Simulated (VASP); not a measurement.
# Cd (P6_3/mmc) in VASP: a series of runs, part 2 of 2

VASP 6.6.1.

## (3) Single point, PBE

Input file INCAR:

```
SYSTEM = Cd
  PREC = Accurate
  ENCUT = 520
  EDIFF = 1E-7
  ISMEAR = -1
  SIGMA = 0.1
  LREAL = .FALSE.
  LASPH = .TRUE.
  NELM = 100
  ALGO = Normal
  ISIF = 2
  LWAVE = .FALSE.
  LCHARG = .FALSE.
  GGA = PE
  NBANDS = 19
```

Input file KPOINTS:

```
regular mesh
0
G
  16 16 9
  0 0 0
```

Input file POSCAR:

```
Cd
1.0
    2.8042488519      0.0000000000      0.0000000000
   -1.4021244260      2.4285507443      0.0000000000
    0.0000000000      0.0000000000      4.5530802313
Cd
2
Direct
    0.3333333333      0.6666666667      0.2500000000
    0.6666666667      0.3333333333      0.7500000000
```

Potentials or basis: VASP PAW PBE potentials, release 64 (Cd).

The run is started by

```bash
cat potpaw_PBE.64/Cd/POTCAR > POTCAR
mpirun -np 1 vasp_std > vasp.out
```

OUTCAR:

```text
SYSTEM = Cd
   PREC = Accurate
   ENCUT = 520
   EDIFF = 1E-7
   ISMEAR = -1
   LREAL = .FALSE.
   LASPH = .TRUE.
   NELM = 100
   ISIF = 2
   GGA = PE

 ion  position               nearest neighbor table
   1  0.333  0.667  0.250-   2 2.79   2 2.79   2 2.79   2 2.79   2 2.79   2 2.79
   2  0.667  0.333  0.750-   1 2.79   1 2.79   1 2.79   1 2.79   1 2.79   1 2.79

  LATTYP: Found a hexagonal cell.
 ALAT       =     2.8042488519
 C/A-ratio  =     1.6236363004

  Lattice vectors:

 A1 = (   2.8042488519,   0.0000000000,   0.0000000000)
 A2 = (  -1.4021244260,   2.4285507443,   0.0000000000)
 A3 = (   0.0000000000,   0.0000000000,   4.5530802313)

Analysis of symmetry for initial positions (statically):
=====================================================================
 Subroutine PRICEL returns:
 Original cell was already a primitive cell.

 Routine SETGRP: Setting up the symmetry group for a
 hexagonal supercell.

 Subroutine GETGRP returns: Found 24 space group operations
 (whereof 12 operations were pure point group operations)
 out of a pool of 24 trial point group operations.

The static configuration has the point symmetry D_3d.
 The point group associated with its full space group is D_6h.

Analysis of symmetry for dynamics (positions and initial velocities):
=====================================================================
 Subroutine PRICEL returns:
 Original cell was already a primitive cell.

 Routine SETGRP: Setting up the symmetry group for a
 hexagonal supercell.

 Subroutine GETGRP returns: Found 24 space group operations
 (whereof 12 operations were pure point group operations)
 out of a pool of 24 trial point group operations.

The dynamic configuration has the point symmetry D_3d.
 The point group associated with its full space group is D_6h.

 Subroutine INISYM returns: Found 24 space group operations
 (whereof 12 operations are pure point group operations),
 and found     1 'primitive' translations

----------------------------------------------------------------------------------------

                                     Primitive cell

  volume of cell :      31.0077

  direct lattice vectors                    reciprocal lattice vectors
     2.804248852  0.000000000  0.000000000     0.356601733  0.205884106  0.000000000
    -1.402124426  2.428550744  0.000000000     0.000000000  0.411768213  0.000000000
     0.000000000  0.000000000  4.553080231     0.000000000  0.000000000  0.219631535

  length of vectors
     2.804248852  2.804248852  4.553080231     0.411768213  0.411768213  0.219631535

  position of ions in fractional coordinates (direct lattice)
     0.333333333  0.666666667  0.250000000
     0.666666667  0.333333333  0.750000000

  ion indices of the primitive-cell ions
   primitive index   ion index
                 1           1
                 2           2

----------------------------------------------------------------------------------------

 KPOINTS: regular mesh

Automatic generation of k-mesh.
 Grid dimensions read from file:
 generate k-points for:   16   16    9

 Generating k-lattice:

  Cartesian coordinates                     Fractional coordinates (reciprocal lattice)
     0.022287608  0.012867757  0.000000000     0.062500000  0.000000000  0.000000000
     0.000000000  0.025735513  0.000000000     0.000000000  0.062500000  0.000000000
     0.000000000  0.000000000  0.024403504     0.000000000  0.000000000  0.111111111

  Length of vectors
     0.025735513  0.025735513  0.024403504

  Shift w.r.t. Gamma in fractional coordinates (k-lattice)
     0.000000000  0.000000000  0.000000000

 Subroutine IBZKPT returns following result:
 ===========================================

 Found    150 irreducible k-points:

 Following reciprocal coordinates:
            Coordinates               Weight
  0.000000  0.000000  0.000000      1.000000
  0.062500  0.000000  0.000000      6.000000
  0.125000  0.000000  0.000000      6.000000
  0.187500  0.000000  0.000000      6.000000
  0.250000  0.000000  0.000000      6.000000
  0.312500 -0.000000  0.000000      6.000000
[... 16 lines left out ...]
  0.187500  0.187500  0.000000      6.000000
  0.250000  0.187500  0.000000     12.000000
 [... further k-points ...]
   k-points           NKPTS =    150   k-points in BZ     NKDIM =    150   number of bands    NBANDS=     19
   number of dos      NEDOS =    301   number of ions     NIONS =      2
   total plane-waves  NPLWV =  20736
   dimension x,y,z NGX =    24 NGY =   24 NGZ =   36
   dimension x,y,z NGXF=    48 NGYF=   48 NGZF=   72
   ions per type =               2
   NGX,Y,Z   is equivalent  to a cutoff of  14.23, 14.23, 13.14 a.u.
   NGXF,Y,Z  is equivalent  to a cutoff of  28.46, 28.46, 26.29 a.u.
 SYSTEM =  Cd
   PREC   = accura    normal or accurate (medium, high low for compatibility)
   ISTART =      0    job   : 0-new  1-cont  2-samecut
   ICHARG =      2    charge: 1-file 2-atom 10-const
   ISPIN  =      1    spin polarized calculation?
   LNONCOLLINEAR =      F non collinear calculations
   LSORBIT =      F    spin-orbit coupling
   LASPH  =      T    aspherical Exc in radial PAW
   ENCUT  =  520.0 eV  38.22 Ry    6.18 a.u.   5.21  5.21  8.47*2*pi/ulx,y,z
   NELM   =    100;   NELMIN=  2; NELMDL= -5     # of ELM steps
   EDIFF  = 0.1E-06   stopping-criterion for ELM
   LREAL  =      F    real-space projection
   EDIFFG = 0.1E-05   stopping-criterion for IOM
   NSW    =      0    number of steps for IOM
   IBRION =     -1    ionic relax: 0-MD 1-quasi-New 2-CG
   NFREE  =      0    steps in history (QN), initial steepest desc. (CG)
   ISIF   =      2    stress and relaxation
   ISYM   =      2    0-nonsym 1-usesym 2-fastsym
   POTIM  = 0.5000    time-step for ionic-motion
   TEBEG  =    0.0;   TEEND  =   0.0 temperature during run
   PSTRESS=    0.0 pullay stress
   NELECT =      24.0000    total number of electrons
   NUPDOWN=      -1.0000    fix difference up-down
   EMIN   =  10.00;   EMAX   =-10.00  energy-range for DOS
   EFERMI =   0.00;   METHOD = LEGACY
   ISMEAR =    -1;   SIGMA  =   0.10  broadening in eV -4-tet -1-fermi 0-gaus
   EFERMI_NEDOS =   21; number of points for ismear=-14 and -15
   IALGO  =     38    algorithm
   IMIX   =      4    mixing-type and parameters
     AMIX     =   0.40;   BMIX     =  1.00
     AMIX_MAG =   1.60;   BMIX_MAG =  1.00
  volume/ion in A,a.u.               =      15.50       104.63
  Fermi-wavevector in a.u.,A,eV,Ry     =   1.503104  2.840454 30.739918  2.259320
  Thomas-Fermi vector in A             =   2.614257
   LORBIT       =      0    0 simple, 1 ext, 2 COOP (PROOUT), +10 PAW based schemes
   GGA     = PE    functional components
   LHFCALC =     F    Hartree Fock is set to
   AEXX    =    0.0000 exact exchange contribution
   IVDW    =     0    specifies the selected vdW correction
   LEPSILON=     F    determine dielectric tensor
   LRPA    =     F    only Hartree local field effects (RPA)
 non-spin polarized calculation
  energy-cutoff  :      520.00
  volume of cell :       31.01
 maximum number of plane-waves:       848
 NGX is ok and might be reduce to    24
   NGX = 11   NGY = 11   NGZ = 17

 number of electron      24.0000004 magnetization

 Free energy of the ion-electron system (eV)
  ---------------------------------------------------
  ext. energy  EPLUGINS =         0.00000000
  ---------------------------------------------------
  free energy    TOTEN  =        -0.01012342 eV

  energy without entropy =        0.00101711  energy(sigma->0) =       -0.00455315

 E-fermi :   6.3963     XC(G=0): -12.9271

 val. band max:        6.3481611303   @ k =   0.3125   0.1875   0.1111
 cond. band min:       6.4002018632   @ k =   0.0000   0.0000   0.1111
 fundamental gap:      0.0520407329
 Fermi energy:         6.3963112280

 k-point     1 :       0.0000    0.0000    0.0000
  band No.  band energies     occupation
      1      -5.9092      2.00000
      2      -5.7808      2.00000
      3      -4.5728      2.00000
      4      -4.4942      2.00000
      5      -4.4942      2.00000
      6      -4.2862      2.00000
[... 11 lines left out ...]
     18      22.5445      0.00000
     19      23.9515      0.00000

 k-point     2 :       0.0625    0.0000    0.0000
  band No.  band energies     occupation
      1      -5.7968      2.00000
      2      -5.7279      2.00000
      3      -4.6393      2.00000
      4      -4.4408      2.00000
      5      -4.4258      2.00000
      6      -4.2999      2.00000
[... 476 lines left out ...]
 k-point    24 :       0.2500    0.1875    0.0000
  band No.  band energies     occupation
      1      -5.2988      2.00000
      2      -5.2829      2.00000
      3      -5.0915      2.00000
      4      -4.6176      2.00000
      5      -4.2584      2.00000
      6      -4.1006      2.00000
[... 11 lines left out ...]
     18      17.8143      0.00000
     19      18.2889      0.00000

 [... further k-points ...]
[... 5 lines left out ...]
  --------------------------------------------------------------------------------------
  -------------------------------------------------------------------------------------
  Total        9.6105720      9.6105720      9.6052586     -0.0000000     -0.0000000     -0.0000000
  in kB      496.5817817    496.5817817    496.3072389     -0.0000000     -0.0000000     -0.0000000
  external PRESSURE =     496.4902675 kB  Pullay stress =       0.0000000 kB

 VOLUME and BASIS-vectors are now :
 -----------------------------------------------------------------------------
  energy-cutoff  :      520.00
  volume of cell :       31.01
      direct lattice vectors                 reciprocal lattice vectors
     2.804248852  0.000000000  0.000000000     0.356601733  0.205884106  0.000000000
    -1.402124426  2.428550744  0.000000000     0.000000000  0.411768213  0.000000000
     0.000000000  0.000000000  4.553080231     0.000000000  0.000000000  0.219631535

 POSITION                                       TOTAL-FORCE (eV/Angst)
 -----------------------------------------------------------------------------------
     -0.00000      1.61903      1.13827         0.000000      0.000000      0.000000
      1.40212      0.80952      3.41481        -0.000000     -0.000000     -0.000000
 -----------------------------------------------------------------------------------
    total drift:                               -0.000000      0.000000      0.000000

  FREE ENERGIE OF THE ION-ELECTRON SYSTEM (eV)
  ---------------------------------------------------
  free  energy   TOTEN  =        -0.0101234225 eV

  energy  without entropy=        0.0010171136  energy(sigma->0) =       -0.00455315
```

Wall time 26 s (1 thread of Intel Xeon 6975P-C (Granite Rapids), shared host); peak memory 0.19 GiB.

What came out:

```yaml
Free_energy: -0.0101 eV
Pressure: 49.6 GPa
Band_gap_on_the_k_mesh: zero (band 12 reaches 7.74 eV, above the bottom of band 13 at 5.44 eV)
```

Levels at points of the mesh, in eV from the Fermi level:
```tsv
k point	band 8	band 9	band 10	band 11	band 12	band 13	band 14	band 15	band 16	band 17
(0.00, 0.00, 0.00)	-10.40	-10.40	-9.45	-9.45	-4.40	-0.96	13.72	15.42	15.42	16.10
(0.50, 0.00, 0.00)	-9.35	-9.28	-9.22	-4.39	-3.15	3.22	3.29	5.70	6.48	7.45
```
